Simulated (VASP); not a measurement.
# SiO2 (Ia-3) in VASP: further runs

Runs on SiO2. Level: LDA. Tasks: single point.

All numbers are computed with VASP 6.6.1; they aren't measurements. Logs are shortened: lines on timing, memory, paths and dates and some standing lists are left out, and cuts for length are marked.

**1. The cell of the first run**

Symmetry: Ia-3, No. 206, cubic system. Conventional cell: a = 8.386 Å, b = 8.386 Å, c = 8.386 Å, α = 90.00°, β = 90.00°, γ = 90.00°. Si (site symmetry 3) has 4 O at 1.59 to 1.62 Å within 2.1 Å. Within 2.2 Å of O (site symmetry 2) lie 2 Si at 1.62 Å. Within 2.1 Å of O (site symmetry -3) lie 2 Si at 1.59 Å.

**2. Single point, LDA**

INCAR reads:

```
ALGO = Normal ; EDIFF = 1E-7
ENCUT = 520 ; GGA = CA
ISIF = 2 ; ISMEAR = 0
LASPH = True ; LCHARG = False
LREAL = Auto ; LWAVE = False
NBANDS = 82 ; NELM = 80
PREC = Accurate ; SIGMA = 0.02
```

KPOINTS reads:

```
k-points
0
Gamma
  4 4 4
```

POSCAR reads:

```
SiO2
1.0
   -4.1931792180      4.1931792180      4.1931792180
    4.1931792180     -4.1931792180      4.1931792180
    4.1931792180      4.1931792180     -4.1931792180
Si O
8 16
Direct
    0.5000000000      0.0000000000      0.7813350965
    0.2813350965      0.2813350965      0.2813350965
    0.5000000000      0.0000000000      0.2186649035
    0.7186649035      0.7186649035      0.7186649035
    0.7813350965      0.5000000000      0.0000000000
    0.0000000000      0.2186649035      0.5000000000
    0.2186649035      0.5000000000      0.0000000000
    0.0000000000      0.7813350965      0.5000000000
    0.6831160095      0.9331160095      0.7500000000
    0.7500000000      0.6831160095      0.9331160095
    0.8168839905      0.5668839905      0.2500000000
    0.7500000000      0.1831160095      0.4331160095
    0.0668839905      0.2500000000      0.3168839905
    0.5000000000      0.0000000000      0.0000000000
    0.2500000000      0.8168839905      0.5668839905
    0.4331160095      0.7500000000      0.1831160095
    0.3168839905      0.0668839905      0.2500000000
    0.1831160095      0.4331160095      0.7500000000
    0.9331160095      0.7500000000      0.6831160095
    0.5000000000      0.5000000000      0.5000000000
    0.2500000000      0.3168839905      0.0668839905
    0.0000000000      0.5000000000      0.0000000000
    0.0000000000      0.0000000000      0.5000000000
    0.5668839905      0.2500000000      0.8168839905
```

Potentials or basis: VASP PAW LDA potentials, release 64 (Si, O).

The run is started by

```sh
$ cat potpaw_LDA.64/Si/POTCAR potpaw_LDA.64/O/POTCAR > POTCAR
$ mpirun -np 1 vasp_std > vasp.out
```

OUTCAR:

```text
EDIFF = 1E-7
   ENCUT = 520
   GGA = CA
   ISIF = 2
   ISMEAR = 0
   LASPH = True
   LREAL = Auto
   NELM = 80
   PREC = Accurate

 ion  position               nearest neighbor table
   1  0.500  0.000  0.781-  14 1.59  15 1.62   9 1.62  24 1.62   4 2.99   5 2.99   8 2.99
   2  0.281  0.281  0.281-  20 1.59  13 1.62  21 1.62  17 1.62   6 2.99   3 2.99   7 2.99
   3  0.500  0.000  0.219-  14 1.59  12 1.62  16 1.62  17 1.62   2 2.99   6 2.99   7 2.99
   4  0.719  0.719  0.719-  20 1.59  19 1.62  10 1.62   9 1.62   8 2.99   5 2.99   1 2.99
   5  0.781  0.500  0.000-  22 1.59  10 1.62  24 1.62  11 1.62   4 2.99   8 2.99   1 2.99
   6  0.000  0.219  0.500-  23 1.59  13 1.62  18 1.62  12 1.62   2 2.99   7 2.99   3 2.99
   7  0.219  0.500  0.000-  22 1.59  21 1.62  16 1.62  18 1.62   2 2.99   3 2.99   6 2.99
   8  0.000  0.781  0.500-  23 1.59  15 1.62  19 1.62  11 1.62   4 2.99   1 2.99   5 2.99
   9  0.683  0.933  0.750-   1 1.62   4 1.62
  10  0.750  0.683  0.933-   4 1.62   5 1.62
  11  0.817  0.567  0.250-   8 1.62   5 1.62
  12  0.750  0.183  0.433-   3 1.62   6 1.62
  13  0.067  0.250  0.317-   2 1.62   6 1.62
  14  0.500  0.000  0.000-   1 1.59   3 1.59
[... 8 lines left out ...]
  23  0.000  0.000  0.500-   6 1.59   8 1.59
  24  0.567  0.250  0.817-   5 1.62   1 1.62

  LATTYP: Found a body centered cubic cell.
 ALAT       =     8.3863584360

  Lattice vectors:

 A1 = (  -4.1931792180,   4.1931792180,   4.1931792180)
 A2 = (   4.1931792180,  -4.1931792180,   4.1931792180)
 A3 = (   4.1931792180,   4.1931792180,  -4.1931792180)

Analysis of symmetry for initial positions (statically):
=====================================================================
 Subroutine PRICEL returns:
 Original cell was already a primitive cell.

 Routine SETGRP: Setting up the symmetry group for a
 body centered cubic supercell.

 Subroutine GETGRP returns: Found 24 space group operations
 (whereof  6 operations were pure point group operations)
 out of a pool of 48 trial point group operations.

The static configuration has the point symmetry S_6 .
 The point group associated with its full space group is T_h .

Analysis of symmetry for dynamics (positions and initial velocities):
=====================================================================
 Subroutine PRICEL returns:
 Original cell was already a primitive cell.

 Routine SETGRP: Setting up the symmetry group for a
 body centered cubic supercell.

 Subroutine GETGRP returns: Found 24 space group operations
 (whereof  6 operations were pure point group operations)
 out of a pool of 48 trial point group operations.

The dynamic configuration has the point symmetry S_6 .
 The point group associated with its full space group is T_h .

 Subroutine INISYM returns: Found 24 space group operations
 (whereof  6 operations are pure point group operations),
 and found     1 'primitive' translations

----------------------------------------------------------------------------------------

                                     Primitive cell

  volume of cell :     294.9105

  direct lattice vectors                    reciprocal lattice vectors
    -4.193179218  4.193179218  4.193179218     0.000000000  0.119241266  0.119241266
     4.193179218 -4.193179218  4.193179218     0.119241266  0.000000000  0.119241266
     4.193179218  4.193179218 -4.193179218     0.119241266  0.119241266  0.000000000

  length of vectors
     7.262799451  7.262799451  7.262799451     0.168632616  0.168632616  0.168632616

  position of ions in fractional coordinates (direct lattice)
     0.500000000  0.000000000  0.781335097
     0.281335097  0.281335097  0.281335097
     0.500000000  0.000000000  0.218664903
     0.718664903  0.718664903  0.718664903
     0.781335097  0.500000000  0.000000000
     0.000000000  0.218664903  0.500000000
[... 16 lines left out ...]
     0.000000000  0.000000000  0.500000000
     0.566883991  0.250000000  0.816883991

  ion indices of the primitive-cell ions
   primitive index   ion index
                 1           1
                 2           2
                 3           3
                 4           4
                 5           5
                 6           6
[... 16 lines left out ...]
                23          23
                24          24

----------------------------------------------------------------------------------------

 KPOINTS: k-points

Automatic generation of k-mesh.
 Grid dimensions read from file:
 generate k-points for:    4    4    4

 Generating k-lattice:

  Cartesian coordinates                     Fractional coordinates (reciprocal lattice)
     0.000000000  0.029810317  0.029810317     0.250000000  0.000000000  0.000000000
     0.029810317  0.000000000  0.029810317     0.000000000  0.250000000  0.000000000
     0.029810317  0.029810317  0.000000000     0.000000000  0.000000000  0.250000000

  Length of vectors
     0.042158154  0.042158154  0.042158154

  Shift w.r.t. Gamma in fractional coordinates (k-lattice)
     0.000000000  0.000000000  0.000000000

 Subroutine IBZKPT returns following result:
 ===========================================

 Found      8 irreducible k-points:

 Following reciprocal coordinates:
            Coordinates               Weight
  0.000000  0.000000  0.000000      1.000000
  0.250000  0.000000  0.000000     12.000000
  0.500000  0.000000  0.000000      6.000000
  0.250000  0.250000  0.000000     24.000000
  0.250000  0.250000  0.250000      2.000000
 -0.250000  0.250000  0.250000      6.000000
  0.500000  0.500000  0.250000     12.000000
  0.500000  0.500000  0.500000      1.000000
   k-points           NKPTS =      8   k-points in BZ     NKDIM =      8   number of bands    NBANDS=     82
   number of dos      NEDOS =    301   number of ions     NIONS =     24
   total plane-waves  NPLWV = 157464
   dimension x,y,z NGX =    54 NGY =   54 NGZ =   54
   dimension x,y,z NGXF=   108 NGYF=  108 NGZF=  108
   ions per type =               8  16
   NGX,Y,Z   is equivalent  to a cutoff of  12.36, 12.36, 12.36 a.u.
   NGXF,Y,Z  is equivalent  to a cutoff of  24.72, 24.72, 24.72 a.u.
 SYSTEM =  unknown system
   PREC   = accura    normal or accurate (medium, high low for compatibility)
   ISTART =      0    job   : 0-new  1-cont  2-samecut
   ICHARG =      2    charge: 1-file 2-atom 10-const
   ISPIN  =      1    spin polarized calculation?
   LNONCOLLINEAR =      F non collinear calculations
   LSORBIT =      F    spin-orbit coupling
   LASPH  =      T    aspherical Exc in radial PAW
   ENCUT  =  520.0 eV  38.22 Ry    6.18 a.u.  13.50 13.50 13.50*2*pi/ulx,y,z
   NELM   =     80;   NELMIN=  2; NELMDL= -5     # of ELM steps
   EDIFF  = 0.1E-06   stopping-criterion for ELM
   LREAL  =      T    real-space projection
   EDIFFG = 0.1E-05   stopping-criterion for IOM
   NSW    =      0    number of steps for IOM
   IBRION =     -1    ionic relax: 0-MD 1-quasi-New 2-CG
   NFREE  =      0    steps in history (QN), initial steepest desc. (CG)
   ISIF   =      2    stress and relaxation
   ISYM   =      2    0-nonsym 1-usesym 2-fastsym
   POTIM  = 0.5000    time-step for ionic-motion
   TEBEG  =    0.0;   TEEND  =   0.0 temperature during run
   PSTRESS=    0.0 pullay stress
   NELECT =     128.0000    total number of electrons
   NUPDOWN=      -1.0000    fix difference up-down
   EMIN   =  10.00;   EMAX   =-10.00  energy-range for DOS
   EFERMI =   0.00;   METHOD = LEGACY
   ISMEAR =     0;   SIGMA  =   0.02  broadening in eV -4-tet -1-fermi 0-gaus
   EFERMI_NEDOS =   21; number of points for ismear=-14 and -15
   IALGO  =     38    algorithm
   IMIX   =      4    mixing-type and parameters
     AMIX     =   0.40;   BMIX     =  1.00
     AMIX_MAG =   1.60;   BMIX_MAG =  1.00
  volume/ion in A,a.u.               =      12.29        82.92
  Fermi-wavevector in a.u.,A,eV,Ry     =   1.239504  2.342324 20.903598  1.536371
  Thomas-Fermi vector in A             =   2.373985
   LORBIT       =      0    0 simple, 1 ext, 2 COOP (PROOUT), +10 PAW based schemes
   GGA     = CA    functional components
   LHFCALC =     F    Hartree Fock is set to
   AEXX    =    0.0000 exact exchange contribution
   IVDW    =     0    specifies the selected vdW correction
   LEPSILON=     F    determine dielectric tensor
   LRPA    =     F    only Hartree local field effects (RPA)
 non-spin polarized calculation
 Gauss-broadening in eV      SIGMA  =   0.02
  energy-cutoff  :      520.00
  volume of cell :      294.91
 maximum number of plane-waves:      7992
   NGX = 27   NGY = 27   NGZ = 27

 number of electron     128.0000059 magnetization

 Free energy of the ion-electron system (eV)
  ---------------------------------------------------
  ext. energy  EPLUGINS =         0.00000000
  ---------------------------------------------------
  free energy    TOTEN  =      -207.27798647 eV

  energy without entropy =     -207.27798647  energy(sigma->0) =     -207.27798647

 E-fermi :   1.0681     XC(G=0):  -9.9432

 val. band max:        0.9103178634   @ k =   0.5000   0.5000   0.5000
 cond. band min:       6.7247699054   @ k =   0.0000   0.0000   0.0000
 fundamental gap:      5.8144520420
 Fermi energy:         1.0680553710

 k-point     1 :       0.0000    0.0000    0.0000
  band No.  band energies     occupation
      1     -18.1957      2.00000
      2     -17.5577      2.00000
      3     -17.1423      2.00000
      4     -17.1423      2.00000
      5     -17.1423      2.00000
      6     -16.6280      2.00000
[... 68 lines left out ...]
     75      11.1248      0.00000
     76      11.2099      0.00000

 k-point     2 :       0.2500    0.0000    0.0000
  band No.  band energies     occupation
      1     -18.0974      2.00000
      2     -17.5944      2.00000
      3     -17.3472      2.00000
      4     -17.2731      2.00000
      5     -17.0521      2.00000
      6     -16.6980      2.00000
[... 466 lines left out ...]
 k-point     8 :       0.5000    0.5000    0.5000
  band No.  band energies     occupation
      1     -17.6609      2.00000
      2     -17.6609      2.00000
      3     -17.6609      2.00000
      4     -17.1974      2.00000
      5     -17.1974      2.00000
      6     -17.1974      2.00000
[... 68 lines left out ...]
     75      10.8995      0.00000
     76      10.8995      0.00000
 [bands above 76 left out]

------------------------ aborting loop because EDIFF is reached ----------------------------------------

  FORCE on cell =-STRESS in cart. coord.  units (eV):
  Direction    XX          YY          ZZ          XY          YZ          ZX
  --------------------------------------------------------------------------------------
  -------------------------------------------------------------------------------------
  Total        1.2698520      1.2698520      1.2698520      0.0000000      0.0000000      0.0000000
  in kB        6.8987980      6.8987980      6.8987980      0.0000000      0.0000000      0.0000000
  external PRESSURE =       6.8987980 kB  Pullay stress =       0.0000000 kB

 VOLUME and BASIS-vectors are now :
 -----------------------------------------------------------------------------
  energy-cutoff  :      520.00
  volume of cell :      294.91
      direct lattice vectors                 reciprocal lattice vectors
    -4.193179218  4.193179218  4.193179218     0.000000000  0.119241266  0.119241266
     4.193179218 -4.193179218  4.193179218     0.119241266  0.000000000  0.119241266
     4.193179218  4.193179218 -4.193179218     0.119241266  0.119241266  0.000000000

 POSITION                                       TOTAL-FORCE (eV/Angst)
 -----------------------------------------------------------------------------------
      1.17969      5.37287     -1.17969        -0.016795     -0.016795      0.016795
      1.17969      1.17969      1.17969        -0.016795     -0.016795     -0.016795
     -1.17969      3.01349      1.17969         0.016795      0.016795     -0.016795
      3.01349      3.01349      3.01349         0.016795      0.016795      0.016795
     -1.17969      1.17969      5.37287         0.016795     -0.016795     -0.016795
      3.01349      1.17969     -1.17969         0.016795     -0.016795      0.016795
[... 16 lines left out ...]
      2.09659      2.09659     -2.09659        -0.000000     -0.000000     -0.000000
      2.09659      4.75409     -0.00000        -0.000000     -0.044580     -0.000000
 -----------------------------------------------------------------------------------
    total drift:                                0.000000      0.000000     -0.000000

  FREE ENERGIE OF THE ION-ELECTRON SYSTEM (eV)
  ---------------------------------------------------
  free  energy   TOTEN  =      -207.2779864720 eV

  energy  without entropy=     -207.2779864720  energy(sigma->0) =     -207.27798647
```

Run time: 3.6 min. Hardware: 1 thread of Intel Xeon Platinum 8559C (Emerald Rapids), shared host; peak memory 0.36 GiB.

What came out:

```
Free energy            : -207.2780 eV
Pressure               : 0.7 GPa
Largest force          : 0.045 eV/Å
Band gap on the k mesh : 5.81 eV (least direct gap 5.88 eV)
```

Forces in eV/Å, atoms in the order of the input:
```
Si  -0.017 -0.017  0.017
Si  -0.017 -0.017 -0.017
Si   0.017  0.017 -0.017
Si   0.017  0.017  0.017
Si   0.017 -0.017 -0.017
Si   0.017 -0.017  0.017
Si  -0.017  0.017  0.017
Si  -0.017  0.017 -0.017
O    0.000  0.000  0.045
O    0.045  0.000  0.000
O    0.000  0.000 -0.045
O    0.045  0.000  0.000
O    0.000 -0.045  0.000
O    0.000  0.000  0.000
O   -0.045  0.000  0.000
O    0.000  0.045  0.000
O    0.000  0.000 -0.045
O    0.000  0.000  0.045
O    0.000  0.045  0.000
O    0.000  0.000  0.000
O   -0.045  0.000  0.000
O    0.000  0.000  0.000
O    0.000  0.000  0.000
O    0.000 -0.045  0.000
```

A k mesh can miss the band edges.

(Part 1 of 2 ends here.)
